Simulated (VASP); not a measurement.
# AlN (Ibam) in VASP: further runs

Runs on AlN. Level: PBE. Tasks: single point, relaxation of cell and atoms.

Program: VASP 6.6.1. These are calculated values, not measurements. Logs are shortened: lines on timing, memory, paths and dates and some standing lists are left out, and cuts for length are marked.

### 1 The cell of the first run

It takes space group Ibam (No. 72, orthorhombic). Conventional cell: a = 6.201 Å, b = 7.216 Å, c = 5.054 Å, α = 90.00°, β = 90.00°, γ = 90.00°. Al (site symmetry m) has 4 N at 1.81 to 1.88 Å within 2.4 Å. Within 2.4 Å of Al (site symmetry 222) lie 4 N at 1.81 Å. Within 2.4 Å of N (site symmetry m) lie 4 Al at 1.81 to 1.88 Å. N (site symmetry 222) has 4 Al at 1.81 Å within 2.4 Å.

The cell was built from a structure type or drawn by symmetry, and may not be a known phase.

### 2 Single point, PBE

Contents of INCAR:

```
ALGO = Normal
EDIFF = 1E-6
ENCUT = 520
GGA = PE
ISIF = 2
ISMEAR = 0
LASPH = True
LCHARG = False
LREAL = False
LWAVE = False
NBANDS = 36
NELM = 100
PREC = Accurate
SIGMA = 0.1
```

Contents of KPOINTS:

```
k-points
0
Gamma
  4 4 4
```

Contents of POSCAR:

```
AlN
1.0
   -3.1005656500      3.6080121300      2.5267808700
    3.1005656500     -3.6080121300      2.5267808700
    3.1005656500      3.6080121300     -2.5267808700
Al N
6 6
Direct
    0.3449075300      0.3960025900      0.7409101200
    0.1550924700      0.8960025900      0.0510950600
    0.8449075300      0.1039974100      0.9489049400
    0.6550924700      0.6039974100      0.2590898800
    0.7500000000      0.2500000000      0.5000000000
    0.2500000000      0.7500000000      0.5000000000
    0.3449075300      0.1039974100      0.4489049400
    0.1550924700      0.6039974100      0.7590898800
    0.2500000000      0.2500000000      0.0000000000
    0.7500000000      0.7500000000      0.0000000000
    0.8449075300      0.3960025900      0.2409101200
    0.6550924700      0.8960025900      0.5510950600
```

Potentials or basis: VASP PAW PBE potentials, release 64 (Al, N).

On the command line:

```console
cat potpaw_PBE.64/Al/POTCAR potpaw_PBE.64/N/POTCAR > POTCAR
mpirun -np 1 vasp_std > vasp.out
```

OUTCAR:

```text
EDIFF = 1E-6
   ENCUT = 520
   GGA = PE
   ISIF = 2
   ISMEAR = 0
   LASPH = True
   LREAL = False
   NELM = 100
   PREC = Accurate

 ion  position               nearest neighbor table
   1  0.345  0.396  0.741-   9 1.81  10 1.81   7 1.81   8 1.88   4 2.58   3 2.84   3 2.84   6 2.86
                             5 2.86   6 2.98   5 2.98
   2  0.155  0.896  0.051-   9 1.81  10 1.81   8 1.81   7 1.88   3 2.58   4 2.84   4 2.84   6 2.86
                             5 2.86   5 2.98   6 2.98
   3  0.845  0.104  0.949-   9 1.81  10 1.81  11 1.81  12 1.88   2 2.58   1 2.84   1 2.84   6 2.86
                             5 2.86   5 2.98   6 2.98
   4  0.655  0.604  0.259-   9 1.81  10 1.81  12 1.81  11 1.88   1 2.58   2 2.84   2 2.84   6 2.86
                             5 2.86   5 2.98   6 2.98
   5  0.750  0.250  0.500-   7 1.81   8 1.81  11 1.81  12 1.81   6 2.53   6 2.53   1 2.86   3 2.86
                             2 2.86   4 2.86   4 2.98   2 2.98   3 2.98   1 2.98
   6  0.250  0.750  0.500-   7 1.81   8 1.81  11 1.81  12 1.81   5 2.53   5 2.53   3 2.86   1 2.86
                             4 2.86   2 2.86   3 2.98   2 2.98   1 2.98   4 2.98
   7  0.345  0.104  0.449-   5 1.81   6 1.81   1 1.81   2 1.88
   8  0.155  0.604  0.759-   5 1.81   6 1.81   2 1.81   1 1.88
   9  0.250  0.250  0.000-   1 1.81   2 1.81   3 1.81   4 1.81
  10  0.750  0.750  0.000-   1 1.81   2 1.81   3 1.81   4 1.81
  11  0.845  0.396  0.241-   5 1.81   6 1.81   3 1.81   4 1.88
  12  0.655  0.896  0.551-   5 1.81   6 1.81   4 1.81   3 1.88

  LATTYP: Found a body centered orthorhombic cell.
 ALAT       =     5.0535617400
 B/A-ratio  =     1.2270813377
 C/A-ratio  =     1.4279085982

  Lattice vectors:

 A1 = (   3.1005656500,  -3.6080121300,   2.5267808700)
 A2 = (  -3.1005656500,  -3.6080121300,  -2.5267808700)
 A3 = (   3.1005656500,   3.6080121300,  -2.5267808700)

Analysis of symmetry for initial positions (statically):
=====================================================================
 Subroutine PRICEL returns:
 Original cell was already a primitive cell.

 Routine SETGRP: Setting up the symmetry group for a
 body centered orthorhombic supercell.

 Subroutine GETGRP returns: Found  8 space group operations
 (whereof  4 operations were pure point group operations)
 out of a pool of  8 trial point group operations.

The static configuration has the point symmetry C_2h.
 The point group associated with its full space group is D_2h.

Analysis of symmetry for dynamics (positions and initial velocities):
=====================================================================
 Subroutine PRICEL returns:
 Original cell was already a primitive cell.

 Routine SETGRP: Setting up the symmetry group for a
 body centered orthorhombic supercell.

 Subroutine GETGRP returns: Found  8 space group operations
 (whereof  4 operations were pure point group operations)
 out of a pool of  8 trial point group operations.

The dynamic configuration has the point symmetry C_2h.
 The point group associated with its full space group is D_2h.

 Subroutine INISYM returns: Found  8 space group operations
 (whereof  4 operations are pure point group operations),
 and found     1 'primitive' translations

----------------------------------------------------------------------------------------

                                     Primitive cell

  volume of cell :     113.0672

  direct lattice vectors                    reciprocal lattice vectors
    -3.100565650  3.608012130  2.526780870     0.000000000  0.138580465  0.197880238
     3.100565650 -3.608012130  2.526780870     0.161260898  0.000000000  0.197880238
     3.100565650  3.608012130 -2.526780870     0.161260898  0.138580465  0.000000000

  length of vectors
     5.386639068  5.386639068  5.386639068     0.241580492  0.255267831  0.212625545

  position of ions in fractional coordinates (direct lattice)
     0.344907530  0.396002590  0.740910120
     0.155092470  0.896002590  0.051095060
     0.844907530  0.103997410  0.948904940
     0.655092470  0.603997410  0.259089880
     0.750000000  0.250000000  0.500000000
     0.250000000  0.750000000  0.500000000
     0.344907530  0.103997410  0.448904940
     0.155092470  0.603997410  0.759089880
     0.250000000  0.250000000  0.000000000
     0.750000000  0.750000000  0.000000000
     0.844907530  0.396002590  0.240910120
     0.655092470  0.896002590  0.551095060

  ion indices of the primitive-cell ions
   primitive index   ion index
                 1           1
                 2           2
                 3           3
                 4           4
                 5           5
                 6           6
                 7           7
                 8           8
                 9           9
                10          10
                11          11
                12          12

----------------------------------------------------------------------------------------

 KPOINTS: k-points

Automatic generation of k-mesh.
 Grid dimensions read from file:
 generate k-points for:    4    4    4

 Generating k-lattice:

  Cartesian coordinates                     Fractional coordinates (reciprocal lattice)
     0.000000000  0.034645116  0.049470060     0.250000000 -0.000000000  0.000000000
     0.040315224  0.000000000  0.049470060    -0.000000000  0.250000000  0.000000000
     0.040315224  0.034645116  0.000000000     0.000000000  0.000000000  0.250000000

  Length of vectors
     0.060395123  0.063816958  0.053156386

  Shift w.r.t. Gamma in fractional coordinates (k-lattice)
     0.000000000  0.000000000  0.000000000

 Subroutine IBZKPT returns following result:
 ===========================================

 Found     18 irreducible k-points:

 Following reciprocal coordinates:
            Coordinates               Weight
  0.000000  0.000000  0.000000      1.000000
  0.250000  0.000000 -0.000000      4.000000
  0.500000  0.000000 -0.000000      2.000000
  0.000000  0.250000  0.000000      4.000000
  0.250000  0.250000 -0.000000      8.000000
  0.500000  0.250000 -0.000000      8.000000
[... 10 lines left out ...]
 -0.250000 -0.250000  0.250000      2.000000
  0.500000  0.500000  0.500000      1.000000
   k-points           NKPTS =     18   k-points in BZ     NKDIM =     18   number of bands    NBANDS=     36
   number of dos      NEDOS =    301   number of ions     NIONS =     12
   total plane-waves  NPLWV =  64000
   dimension x,y,z NGX =    40 NGY =   40 NGZ =   40
   dimension x,y,z NGXF=    80 NGYF=   80 NGZF=   80
   ions per type =               6   6
   NGX,Y,Z   is equivalent  to a cutoff of  12.35, 12.35, 12.35 a.u.
   NGXF,Y,Z  is equivalent  to a cutoff of  24.69, 24.69, 24.69 a.u.
 SYSTEM =  unknown system
   PREC   = accura    normal or accurate (medium, high low for compatibility)
   ISTART =      0    job   : 0-new  1-cont  2-samecut
   ICHARG =      2    charge: 1-file 2-atom 10-const
   ISPIN  =      1    spin polarized calculation?
   LNONCOLLINEAR =      F non collinear calculations
   LSORBIT =      F    spin-orbit coupling
   LASPH  =      T    aspherical Exc in radial PAW
   ENCUT  =  520.0 eV  38.22 Ry    6.18 a.u.  10.02 10.02 10.02*2*pi/ulx,y,z
   NELM   =    100;   NELMIN=  2; NELMDL= -5     # of ELM steps
   EDIFF  = 0.1E-05   stopping-criterion for ELM
   LREAL  =      F    real-space projection
   EDIFFG = 0.1E-04   stopping-criterion for IOM
   NSW    =      0    number of steps for IOM
   IBRION =     -1    ionic relax: 0-MD 1-quasi-New 2-CG
   NFREE  =      0    steps in history (QN), initial steepest desc. (CG)
   ISIF   =      2    stress and relaxation
   ISYM   =      2    0-nonsym 1-usesym 2-fastsym
   POTIM  = 0.5000    time-step for ionic-motion
   TEBEG  =    0.0;   TEEND  =   0.0 temperature during run
   PSTRESS=    0.0 pullay stress
   NELECT =      48.0000    total number of electrons
   NUPDOWN=      -1.0000    fix difference up-down
   EMIN   =  10.00;   EMAX   =-10.00  energy-range for DOS
   EFERMI =   0.00;   METHOD = LEGACY
   ISMEAR =     0;   SIGMA  =   0.10  broadening in eV -4-tet -1-fermi 0-gaus
   EFERMI_NEDOS =   21; number of points for ismear=-14 and -15
   IALGO  =     38    algorithm
   IMIX   =      4    mixing-type and parameters
     AMIX     =   0.40;   BMIX     =  1.00
     AMIX_MAG =   1.60;   BMIX_MAG =  1.00
  volume/ion in A,a.u.               =       9.42        63.58
  Fermi-wavevector in a.u.,A,eV,Ry     =   1.230391  2.325101 20.597337  1.513862
  Thomas-Fermi vector in A             =   2.365241
   LORBIT       =      0    0 simple, 1 ext, 2 COOP (PROOUT), +10 PAW based schemes
   GGA     = PE    functional components
   LHFCALC =     F    Hartree Fock is set to
   AEXX    =    0.0000 exact exchange contribution
   IVDW    =     0    specifies the selected vdW correction
   LEPSILON=     F    determine dielectric tensor
   LRPA    =     F    only Hartree local field effects (RPA)
 non-spin polarized calculation
 Gauss-broadening in eV      SIGMA  =   0.10
  energy-cutoff  :      520.00
  volume of cell :      113.07
 maximum number of plane-waves:      3068
   NGX = 21   NGY = 21   NGZ = 21

 number of electron      48.0000002 magnetization

 Free energy of the ion-electron system (eV)
  ---------------------------------------------------
  ext. energy  EPLUGINS =         0.00000000
  ---------------------------------------------------
  free energy    TOTEN  =       -83.71162870 eV

  energy without entropy =      -83.71162870  energy(sigma->0) =      -83.71162870

 E-fermi :   9.1625     XC(G=0): -11.3293

 val. band max:        8.6667997665   @ k =   0.0000   0.0000   0.0000
 cond. band min:      10.9212453084   @ k =   0.0000   0.0000   0.0000
 fundamental gap:      2.2544455418
 Fermi energy:         9.1624706380

 k-point     1 :       0.0000    0.0000    0.0000
  band No.  band energies     occupation
      1      -8.9378      2.00000
      2      -6.4900      2.00000
      3      -6.3173      2.00000
      4      -6.0658      2.00000
      5      -5.8278      2.00000
      6      -4.4663      2.00000
[... 28 lines left out ...]
     35      18.0940      0.00000
     36      18.8896      0.00000

 k-point     2 :       0.2500    0.0000   -0.0000
  band No.  band energies     occupation
      1      -8.5928      2.00000
      2      -6.7948      2.00000
      3      -6.5199      2.00000
      4      -6.0617      2.00000
      5      -5.7285      2.00000
      6      -4.9078      2.00000
[... 28 lines left out ...]
     35      17.8288      0.00000
     36      18.0033      0.00000

 k-point     3 :       0.5000    0.0000   -0.0000
  band No.  band energies     occupation
      1      -7.6936      2.00000
      2      -7.6936      2.00000
      3      -6.4513      2.00000
      4      -6.4513      2.00000
      5      -5.3835      2.00000
      6      -5.3835      2.00000
[... 28 lines left out ...]
     35      17.6308      0.00000
     36      17.6308      0.00000
[... 508 lines left out ...]
 k-point    17 :      -0.2500   -0.2500    0.2500
  band No.  band energies     occupation
      1      -8.0373      2.00000
      2      -7.2671      2.00000
      3      -6.5191      2.00000
      4      -6.0800      2.00000
      5      -5.8483      2.00000
      6      -5.3683      2.00000
[... 28 lines left out ...]
     35      16.9075      0.00000
     36      18.0904      0.00000

 k-point    18 :       0.5000    0.5000    0.5000
  band No.  band energies     occupation
      1      -7.9175      2.00000
      2      -7.1006      2.00000
      3      -6.7513      2.00000
      4      -6.6961      2.00000
      5      -5.9053      2.00000
      6      -4.5894      2.00000
[... 28 lines left out ...]
     35      16.7236      0.00000
     36      17.6314      0.00000

------------------------ aborting loop because EDIFF is reached ----------------------------------------

  FORCE on cell =-STRESS in cart. coord.  units (eV):
  Direction    XX          YY          ZZ          XY          YZ          ZX
  --------------------------------------------------------------------------------------
  -------------------------------------------------------------------------------------
  Total       12.7647991     30.4390064     36.8934105     -0.0000000      0.0000000      0.0000000
  in kB      180.8789690    431.3249314    522.7847306     -0.0000000      0.0000000      0.0000000
  external PRESSURE =     378.3295437 kB  Pullay stress =       0.0000000 kB

 VOLUME and BASIS-vectors are now :
 -----------------------------------------------------------------------------
  energy-cutoff  :      520.00
  volume of cell :      113.07
      direct lattice vectors                 reciprocal lattice vectors
    -3.100565650  3.608012130  2.526780870     0.000000000  0.138580465  0.197880238
     3.100565650 -3.608012130  2.526780870     0.161260898  0.000000000  0.197880238
     3.100565650  3.608012130 -2.526780870     0.161260898  0.138580465  0.000000000

 POSITION                                       TOTAL-FORCE (eV/Angst)
 -----------------------------------------------------------------------------------
      2.45566      2.48886      0.00000         0.847777      0.743834     -0.000000
      2.45566     -2.48886      2.52678         0.847777     -0.743834     -0.000000
      0.64490      6.09687      0.00000        -0.847777      0.743834      0.000000
      0.64490      1.11915      2.52678        -0.847777     -0.743834      0.000000
      0.00000      3.60801      1.26339         0.000000     -0.000000      0.000000
      3.10057      0.00000      1.26339         0.000000     -0.000000      0.000000
      0.64490      2.48886      0.00000         0.428994     -1.310642      0.000000
      3.74547      1.11915     -0.00000         0.428994      1.310642      0.000000
      0.00000      0.00000      1.26339         0.000000     -0.000000      0.000000
      0.00000      0.00000      3.79017         0.000000     -0.000000      0.000000
     -0.64490      2.48886      2.52678        -0.428994     -1.310642      0.000000
      2.45566      1.11915      2.52678        -0.428994      1.310642     -0.000000
 -----------------------------------------------------------------------------------
    total drift:                                0.000000      0.000000     -0.000000

  FREE ENERGIE OF THE ION-ELECTRON SYSTEM (eV)
  ---------------------------------------------------
  free  energy   TOTEN  =       -83.7116286976 eV

  energy  without entropy=      -83.7116286976  energy(sigma->0) =      -83.71162870
```

Run time: 54 s. Hardware: 1 thread of Intel Xeon Platinum 8488C (Sapphire Rapids), shared host; peak memory 0.24 GiB.

Results:

* Free energy: -83.7116 eV
* Pressure: 37.8 GPa
* Largest force: 1.379 eV/Å
* Band gap on the k mesh: 2.25 eV

Forces in eV/Å, atoms in the order of the input:
```
Al   0.848  0.744  0.000
Al   0.848 -0.744  0.000
Al  -0.848  0.744  0.000
Al  -0.848 -0.744  0.000
Al   0.000  0.000  0.000
Al   0.000  0.000  0.000
N    0.429 -1.311  0.000
N    0.429  1.311  0.000
N    0.000  0.000  0.000
N    0.000  0.000  0.000
N   -0.429 -1.311  0.000
N   -0.429  1.311  0.000
```

Caveat: the cell stands under pressure; forces of over 1 eV/Å act on the atoms, so gaps and moduli don't describe the material at rest.

### 3 Single point, PBE

This run uses another cell than the first one, of 10.85 Å³/atom.

Contents of INCAR:

```
SYSTEM = AlN
PREC = Accurate ; ENCUT = 520
EDIFF = 1E-6 ; ISMEAR = 0
SIGMA = 0.1 ; LREAL = .False.
LASPH = .True. ; NELM = 100
ALGO = Normal ; ISIF = 2
LWAVE = .False. ; LCHARG = .False.
GGA = PE ; NBANDS = 36
```

Contents of KPOINTS:

```
Automatic mesh
0
Gamma
  4 4 4
  0 0 0
```

Contents of POSCAR:

```
AlN
1.0
   -2.9018046139      3.9989419126      2.8059830075
    2.9018046139     -3.9989419126      2.8059830075
    2.9018046139      3.9989419126     -2.8059830075
Al N
6 6
Direct
    0.3513016792      0.4105344551      0.7618361343
    0.1486983208      0.9105344551      0.0592327759
    0.8513016792      0.0894655449      0.9407672241
    0.6486983208      0.5894655449      0.2381638657
    0.7500000000      0.2500000000      0.5000000000
    0.2500000000      0.7500000000      0.5000000000
    0.3440956942      0.0879671991      0.4320628933
    0.1559043058      0.5879671991      0.7438715049
    0.2500000000      0.2500000000      0.0000000000
    0.7500000000      0.7500000000      0.0000000000
    0.8440956942      0.4120328009      0.2561284951
    0.6559043058      0.9120328009      0.5679371067
```

Potentials or basis: VASP PAW PBE potentials, release 64 (Al, N).

On the command line:

```console
cat potpaw_PBE.64/Al/POTCAR potpaw_PBE.64/N/POTCAR > POTCAR
mpirun -np 1 vasp_std > vasp.out
```

Run time: 73 s. Hardware: 1 thread of Intel Xeon Platinum 8488C (Sapphire Rapids), shared host; peak memory 0.27 GiB.

The run converged. Its results:

- Free energy: -86.9414 eV
- Pressure: -0.1 GPa
- Largest force: 0.026 eV/Å
- Band gap on the k mesh: 2.69 eV

Forces on the atoms (eV/Å):
```
Al  -0.015 -0.013  0.000
Al  -0.015  0.013  0.000
Al   0.015 -0.013  0.000
Al   0.015  0.013  0.000
Al   0.000  0.000  0.000
Al   0.000  0.000  0.000
N   -0.002 -0.026  0.000
N   -0.002  0.026  0.000
N    0.000  0.000  0.000
N    0.000  0.000  0.000
N    0.002 -0.026  0.000
N    0.002  0.026  0.000
```

Stress tensor (GPa, compression positive):
```
-0.25  0.00  0.00
 0.00 -0.16  0.00
 0.00  0.00  0.14
```

Levels at points of the mesh, in eV from the valence-band top:
```csv
k point,band 22,band 23,band 24,band 25,band 26,band 27
"(0.00, 0.00, 0.00)",-0.91,-0.67,0.00,2.69,5.11,5.99
"(0.50, 0.00, 0.00)",-1.48,-1.28,-1.28,5.26,5.26,5.48
"(0.00, 0.50, 0.00)",-1.44,-0.67,-0.67,4.72,4.72,5.65
"(0.50, 0.50, 0.00)",-1.27,-1.10,-0.89,4.72,4.92,5.19
"(0.50, 0.50, 0.50)",-1.18,-0.92,-0.26,4.70,4.72,5.27
```

[end of part 1 of 2]
